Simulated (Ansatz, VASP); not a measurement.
## Os in VASP and in Ansatz

```
Os
1.0
     0.00000    1.91293    1.91293
     1.91293    0.00000    1.91293
     1.91293    1.91293    0.00000
Os
1
Direct
  0.00000 0.00000 0.00000
```

Alike in both runs: task single point; functional r2SCAN; k mesh 8 × 8 × 8; occupations gaussian, width 0.1 eV; no spin polarisation.

|  | VASP | Ansatz |
| --- | --- | --- |
| version | VASP 6.6.1 | Ansatz 0.2.0 |
| potentials or method | VASP PAW PBE potentials, release 64 (Os_sv_GW), cutoff 550 eV | scalar-relativistic, plane waves, PAW |
| valence electrons in the cell | 16 | 16 |

Ansatz gave:

```
gap on the k mesh at the Fermi level (eV) : none
pressure (GPa)                            : 2.0
```

What did VASP give for the same quantities?

gap on the k mesh at the Fermi level (eV): none; pressure (GPa): 0.1.

VASP's potentials were made for PBE, not for r2SCAN. A gap of «none» marks a metal or a gap that the smearing closes. With one functional, cell and mesh, what is left measures potentials, basis and numerics.

Spin-orbit coupling is off throughout.
